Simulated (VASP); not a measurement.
Wanted: the native input for a VASP 6.6.1 run.

- Task: dielectric tensor
- Functional: r2SCAN
- Potentials or basis: VASP PAW PBE potentials, release 64 (Mg, O)
- Cutoff: 520 eV
- k mesh: 8 × 8 × 8
- Occupations: gaussian, width 0.01 eV
- Spin: no spin polarisation
- Dipole correction: no
- Further INCAR settings: ALGO = Normal; EDIFF = 1e-08

The structure of MgO lies in POSCAR:

```
MgO
1.0
    0.0000000000      2.1862541121      2.1862541121
    2.1862541121      0.0000000000      2.1862541121
    2.1862541121      2.1862541121      0.0000000000
Mg O
1 1
Direct
    0.0000000000      0.0000000000      0.0000000000
    0.5000000000      0.5000000000      0.5000000000
```

This cell differs from its parent crystal: strain +4.0%.

The input as run:

INCAR

```
PREC = Accurate
ENCUT = 520
EDIFF = 1E-8
ISMEAR = 0
SIGMA = 0.01
LREAL = False
LASPH = True
NELM = 80
ALGO = Normal
ISIF = 2
LWAVE = False
LCHARG = False
METAGGA = R2SCAN
LMIXTAU = True
LCALCEPS = True
```

KPOINTS

```
Automatic mesh
0
Gamma
  8 8 8
```

Potentials or basis: VASP PAW PBE potentials, release 64 (Mg, O).

Command:

```console
$ cat potpaw_PBE.64/Mg/POTCAR potpaw_PBE.64/O/POTCAR > POTCAR
$ mpirun -np 1 vasp_std > vasp.out
```

It gave:

```json
{
 "Band gap on the k mesh": "4.55 eV, direct",
 "Electronic dielectric tensor (diagonal)": "3.05",
 "Born charges (mean of the diagonal)": "Mg +2.02; O -2.02 e"
}
```

Caveat: the cell differs from its parent crystal (strain +4.0%).

Wall time 8.9 min on 1 thread of Intel(R) Xeon(R) Platinum 8488C (Sapphire Rapids), on a shared host, peak memory 0.26 GiB.
